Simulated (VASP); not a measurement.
Mg, 2 atoms in the cell. It takes space group Fd-3m (No. 227, cubic). The conventional cell has a = 5.534 Å, b = 5.534 Å, c = 5.534 Å, α = 90.00°, β = 90.00°, γ = 90.00°. Within 3.2 Å of Mg (site symmetry -43m) lie 4 Mg at 2.40 Å. This isn't the form of Mg at room conditions, which is hcp.

* Program: VASP 6.6.1
* Task: single point
* Functional: PBE
* Potentials or basis: VASP PAW PBE potentials, release 64 (Mg)
* Cutoff: 600 eV
* k mesh: 12 × 12 × 12
* Occupations: fermi-dirac, width 0.1 eV
* Spin: no spin polarisation
* Dipole correction: no
* Further INCAR settings: ALGO = Normal; EDIFF = 1e-06; NBANDS = 9

Potentials or basis: VASP PAW PBE potentials, release 64 (Mg).

The run is started by

```console
$ cat potpaw_PBE.64/Mg/POTCAR > POTCAR
$ mpirun -np 1 vasp_std > vasp.out
```

Hardware: 1 thread of Intel Xeon 8259CL, with other jobs on the host.

Problem. How long does it take, and how much memory?

Solution. It took 36 s on 1 thread of Intel Xeon 8259CL, on a shared host, peak memory 0.19 GiB. Counts: scf iterations 9, k points 72.
